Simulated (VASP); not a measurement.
Wanted: the native input for a VASP 6.6.1 run.

| Property | Result |
| --- | --- |
| Task | single point |
| Functional | PBEsol |
| Potentials or basis | VASP PAW PBE potentials, release 64 (Ti_sv, Al) |
| Cutoff | 520 eV |
| k mesh | 12 × 12 × 12 |
| Occupations | gaussian, width 0.15 eV |
| Spin | no spin polarisation |
| Dipole correction | no |
| Further INCAR settings | ALGO = Fast; EDIFF = 1e-07; NBANDS = 18 |

The structure of TiAl3 lies in POSCAR:

```
TiAl3
1.0
    3.8298944658      0.0000000000      0.0000000000
    0.0000000000      3.8298944658      0.0000000000
    0.0000000000      0.0000000000      4.0075699823
Ti Al
1 3
Direct
    0.0000000000      0.0000000000      0.0000000000
    0.5000000000      0.5000000000      0.0000000000
    0.5000000000      0.0000000000      0.5000000000
    0.0000000000      0.5000000000      0.5000000000
```

This cell differs from its parent crystal: strain -0.030 along x and y, +0.015 along z.

These files were run (other wordings do the same):

INCAR

```
  ALGO = Fast
  EDIFF = 1E-7
  ENCUT = 520
  GGA = PS
  ISIF = 2
  ISMEAR = 0
  LASPH = True
  LCHARG = False
  LREAL = False
  LWAVE = False
  NBANDS = 18
  NELM = 80
  PREC = Accurate
  SIGMA = 0.15
```

KPOINTS

```
k-points
0
Gamma
  12 12 12
```

Potentials or basis: VASP PAW PBE potentials, release 64 (Ti_sv, Al).

Command:

```bash
$ cat potpaw_PBE.64/Ti_sv/POTCAR potpaw_PBE.64/Al/POTCAR > POTCAR
$ mpirun -np 1 vasp_std > vasp.out
```

It gave:

```yaml
Pressure: 5.9 GPa
Band_gap_on_the_k_mesh: zero (an odd number of electrons rules out a gap without spin polarisation)
```

Caveat: the cell differs from its parent crystal (strain -0.030 along x and y, +0.015 along z); the stress differs along the axes, from 2 to 8 GPa; the PAW data sets were made with another functional, which shifts forces and pressure a little.

Run time: 3.4 min on 1 thread of AMD EPYC 9R45 96-Core Processor (Zen 5), on a shared host, peak memory 0.28 GiB.
